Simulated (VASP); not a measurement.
A run of VASP 6.6.1 is set up as follows.

The input POSCAR:

```
Ge
1.0
   -2.4958980000      2.6508630000      1.4369470000
    2.4958980000     -2.6508630000      1.4369470000
    2.4958980000      2.6508630000     -1.4369470000
Ge
2
Direct
    0.1859430000      0.9359430000      0.2500000000
    0.8140570000      0.0640570000      0.7500000000
```

File INCAR.step1:

```
PREC     = Accurate       # precision mode
ENCUT    = 520            # plane-wave cutoff, eV
ISMEAR   = -1             # smearing method
SIGMA    = 0.15           # smearing width, eV
LREAL    = F              # projectors in reciprocal space
LASPH    = T              # aspherical terms in the spheres
NELM     = 80             # most SCF steps
NBANDS   = 21             # bands
GGA      = PE             # functional
ALGO     = Normal         # electronic algorithm
EDIFF    = 1E-4           # SCF threshold, eV
LWAVE    = T              # write WAVECAR
LCHARG   = F              # write CHGCAR
```

File INCAR.step2:

```
PREC     = Accurate       # precision mode
ENCUT    = 520            # plane-wave cutoff, eV
EDIFF    = 1E-6           # SCF threshold, eV
ISMEAR   = -1             # smearing method
SIGMA    = 0.15           # smearing width, eV
LREAL    = F              # projectors in reciprocal space
LASPH    = T              # aspherical terms in the spheres
NELM     = 80             # most SCF steps
ALGO     = Normal         # electronic algorithm
ISIF     = 2              # what is computed and relaxed
LWAVE    = F              # write WAVECAR
LCHARG   = F              # write CHGCAR
METAGGA  = R2SCAN         # meta-GGA
LMIXTAU  = T            
NBANDS   = 21             # bands
ISTART   = 1
```

Contents of KPOINTS:

```
Automatic mesh
0
Gamma
  3 3 3
```

Potentials or basis: VASP PAW PBE potentials, release 64 (Ge_d).

The run is started by

```bash
$ cat potpaw_PBE.64/Ge_d/POTCAR > POTCAR
$ cp INCAR.step1 INCAR
$ mpirun -np 1 vasp_std > vasp.out
$ cp INCAR.step2 INCAR
$ mpirun -np 1 vasp_std > vasp.out
```

Task: Predict the band gap on the k mesh.

Result: Zero (band 14 reaches 7.19 eV, above the bottom of band 15 at 2.81 eV).

Task: Predict the pressure.

Result: -3.3 GPa.

Task: Predict the largest force.

Result: 0.109 eV/Å.

Stress tensor (GPa, compression positive):
```
-14.93   0.00   0.00
  0.00  -1.20   0.00
  0.00   0.00   6.20
```

Caveat: the k points lie up to 0.84 Å⁻¹ apart; the PAW data sets were made with another functional, which shifts forces and pressure a little.
